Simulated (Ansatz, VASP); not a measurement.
Te: VASP beside Ansatz

The input INCAR:

```
PREC = Accurate
ENCUT = 520
EDIFF = 1E-6
ISMEAR = -1
SIGMA = 0.02
LREAL = False
LASPH = True
NELM = 60
ALGO = Normal
ISIF = 2
LWAVE = False
LCHARG = True
GGA = PE
LELF = True
LVHAR = True
NBANDS = 16
```

The input KPOINTS:

```
Automatic mesh
0
Gamma
  6 6 4
```

POSCAR

```
Te
1.0
    4.4710056865      0.0000000000      0.0000000000
   -2.2355028432      3.8720045050      0.0000000000
    0.0000000000      0.0000000000      5.9489928227
Te
3
Direct
    0.2641987639      0.0000000000      0.3333333333
    0.0000000000      0.2641987639      0.6666666667
    0.7358012361      0.7358012361      0.0000000000
```

Input for Ansatz:

```yaml
crystal:
  lattice:
    - [4.4710056865, 0.0, 0.0]
    - [-2.2355028432, 3.872004505, 0.0]
    - [0.0, 0.0, 5.9489928227]
  atoms:
    - { symbol: Te, position: [0.2641987639, 0.0, 0.3333333333] }
    - { symbol: Te, position: [0.0, 0.2641987639, 0.6666666667] }
    - { symbol: Te, position: [0.7358012361, 0.7358012361, 0.0] }
kpoints:
  mp_grid: { grid: [6, 6, 4] }
  band_path:
    path:
      - [[0.0, 0.0, 0.0], [0.5, -2.010561063156e-17, -3.636564333505e-33], [0.3333333333333, 0.3333333333333, -3.751581819115e-33], [0.0, 0.0, 0.0], [3.730443179829e-50, -4.612098110309e-50, 0.5], [0.5, -2.010561063156e-17, 0.5], [0.3333333333333, 0.3333333333333, 0.5], [3.730443179829e-50, -4.612098110309e-50, 0.5]]
      - [[0.5, -2.010561063156e-17, 0.5], [0.5, -2.010561063156e-17, -3.636564333505e-33]]
      - [[0.3333333333333, 0.3333333333333, 0.5], [0.3333333333333, 0.3333333333333, -3.751581819115e-33]]
    npoints: 10
hamiltonian:
  xc: pbe
scf:
  occupations: { method: fermi_dirac, width: 0.02 }
  n_extra_bands: 4
output:
  forces: true
  stress: true
  eigenvalues: true
```

Alike in both runs: task single point; functional PBE; k mesh 6 × 6 × 4; occupations fermi-dirac, width 0.02 eV; no spin polarisation.

|  | VASP | Ansatz |
| --- | --- | --- |
| version | VASP 6.6.1 | Ansatz 0.2.0 |
| potentials or method | VASP PAW PBE potentials, release 64 (Te) | plane waves, PAW |
| plane-wave cutoff (eV) | 520 | 420 |
| valence electrons in the cell | 18 | 48 |

Ansatz gave:

| Quantity | Value |
| --- | --- |
| pressure (GPa) | 1.4 |
| traceless stress, the component that is largest in VASP (GPa) | 0.15 |
| rms of the force components (eV/Å) | 0.125 |

**Question.** Estimate VASP's values.

**Answer.** Pressure (GPa): 1.4; traceless stress, the component that is largest in VASP (GPa): 0.17; rms of the force components (eV/Å): 0.132.

Atom by atom the forces differ by 0.007 eV/Å (rms over components). VASP's potentials hold 18 valence electrons a cell and Ansatz's 48, so a difference there can come from the potentials and not from the codes.

Neither program's run includes spin-orbit coupling.
